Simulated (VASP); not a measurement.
Write the native input for VASP 6.6.1 that does the following.

- Task: single point
- Functional: PBE
- Potentials or basis: VASP PAW PBE potentials, release 64 (Cd, Te)
- Cutoff: 520 eV
- k mesh: 6 × 4 × 1
- Occupations: fermi-dirac, width 0.02 eV
- Spin: no spin polarisation
- Dipole correction: yes
- Further INCAR settings: ALGO = Normal; EDIFF = 1e-06; NBANDS = 16

The structure of CdTe lies in POSCAR:

```
CdTe
1.0
    4.6780529409      0.0000000000      0.0000000000
    0.0000000000      6.6157659146      0.0000000000
    0.0000000000      0.0000000000     16.0000000000
Cd Te
1 1
Direct
    0.2500000000      0.1250000000      0.5000000000
    0.7500000000      0.8750000000      0.5000000000
```

One way to write it, as run:

INCAR

```
SYSTEM = CdTe
PREC = Accurate
ENCUT = 520
EDIFF = 1E-6
ISMEAR = -1
SIGMA = 0.02
LREAL = .False.
LASPH = .True.
NELM = 100
ALGO = Normal
ISIF = 2
LWAVE = .False.
LCHARG = .False.
LDIPOL = .True.
IDIPOL = 3
DIPOL = 0.5 0.5 0.500
GGA = PE
NBANDS = 16
```

KPOINTS

```
regular mesh
0
Gamma
  6 4 1
  0 0 0
```

Potentials or basis: VASP PAW PBE potentials, release 64 (Cd, Te).

Run with:

```sh
$ cat potpaw_PBE.64/Cd/POTCAR potpaw_PBE.64/Te/POTCAR > POTCAR
$ mpirun -np 1 vasp_std > vasp.out
```

It gave:

| Quantity | Value |
| --- | --- |
| Largest force | 1.315 eV/Å |
| Band gap on the k mesh | 0.65 eV |

Caveat: semilocal functionals underestimate gaps, and a narrow one can read as zero; spin-orbit coupling is left out, which moves the levels of the heavy elements.

Wall time 2.7 min on 1 thread of Intel(R) Xeon(R) Platinum 8259CL CPU @ 2.50GHz (Skylake/Cascade Lake), on a shared host, peak memory 0.55 GiB.
